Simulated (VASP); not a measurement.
**AgRh: single point with BLYP**

AgRh:

```
Ag Rh
1.0
     2.82001    0.00000    0.00000
    -1.41000    2.44220    0.00000
     0.00000    0.00000    4.89505
Ag Rh
1 1
Direct
  0.00000 0.00000 0.50000
  0.66667 0.33333 0.00000
```

```
Program             : VASP 6.6.1
Task                : single point
Functional          : BLYP
Potentials or basis : VASP PAW PBE potentials, release 64 (Ag, Rh_pv)
Cutoff              : 520 eV
k mesh              : 11 × 11 × 6
Occupations         : fermi-dirac, width 0.05 eV
Spin                : no spin polarisation
```

```
Pressure               : 0.3 GPa
Band gap on the k mesh : zero (bands 13 and 14 overlap by 1.21 eV)
```

Stress tensor (GPa, compression positive):
```
0.28 0.00 0.00
0.00 0.28 0.00
0.00 0.00 0.19
```

Levels at points of the mesh, in eV from the Fermi level:
```tsv
k point	band 9	band 10	band 11	band 12	band 13	band 14	band 15	band 16	band 17	band 18
(0.00, 0.00, 0.00)	-3.09	-3.03	-1.65	-1.65	0.13	0.13	0.51	4.97	16.90	17.21
(0.00, 0.00, 0.50)	-3.14	-3.14	-2.22	-1.51	-1.51	0.09	0.09	11.29	12.15	17.03
```

It took 2.6 min on 1 thread of AMD EPYC 7571 (shared host), peak memory 0.15 GiB.

Caveat: the PAW data sets were made with another functional, which shifts forces and pressure a little.
